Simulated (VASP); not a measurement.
Wanted: the native input for a VASP 6.6.1 run.

```
Task                   : single point
Functional             : PBE
Potentials or basis    : VASP PAW PBE potentials, release 64 (Ta_pv, Si)
Cutoff                 : 520 eV
k mesh                 : 9 × 9 × 6
Occupations            : gaussian, width 0.15 eV
Spin                   : no spin polarisation
Dipole correction      : no
Further INCAR settings : ALGO = Normal; EDIFF = 1e-06; NBANDS = 38
```

The structure of TaSi2 lies in POSCAR:

```
TaSi2
1.0
    4.8060235202      0.0000000000      0.0000000000
   -2.4030117601      4.1621384597      0.0000000000
    0.0000000000      0.0000000000      6.5995345254
Ta Si
3 6
Direct
    0.4550563997      0.0000000000     -0.0327295810
    0.5000000000      0.5000000000      0.6666666667
    0.0000000000      0.5000000000      0.3333333333
    0.1589152396      0.3178304793      0.0000000000
    0.8410847604      0.1589152396      0.6666666667
    0.6821695207      0.8410847604      0.3333333333
    0.8410847604      0.6821695207      0.0000000000
    0.1589152396      0.8410847604      0.6666666667
    0.3178304793      0.1589152396      0.3333333333
```

This cell differs from its parent crystal: atom 1 (Ta) moved by -0.216 Å along [1 0 0] and -0.216 Å along [0 0 1].

One way to write it, as run:

INCAR

```
PREC = Accurate
ENCUT = 520
EDIFF = 1E-6
ISMEAR = 0
SIGMA = 0.15
LREAL = F
LASPH = T
NELM = 60
ALGO = Normal
ISIF = 2
LWAVE = F
LCHARG = F
GGA = PE
NBANDS = 38
```

KPOINTS

```
regular mesh
0
Gamma
  9 9 6
```

Potentials or basis: VASP PAW PBE potentials, release 64 (Ta_pv, Si).

Run with:

```bash
$ cat potpaw_PBE.64/Ta_pv/POTCAR potpaw_PBE.64/Si/POTCAR > POTCAR
$ mpirun -np 1 vasp_std > vasp.out
```

Results of the run:

- Pressure: 3.1 GPa
- Largest force: 5.820 eV/Å
- Band gap on the k mesh: zero (an odd number of electrons rules out a gap without spin polarisation)

Caveat: the cell differs from its parent crystal (atom 1 (Ta) moved by -0.216 Å along [1 0 0] and -0.216 Å along [0 0 1]); the cell stands under pressure; spin-orbit coupling is left out, which moves the levels of the heavy elements; forces of over 1 eV/Å act on the atoms, so gaps and moduli don't describe the material at rest.

Wall time 29 min on 1 thread of Intel Xeon 8259CL, on a shared host, peak memory 0.93 GiB.
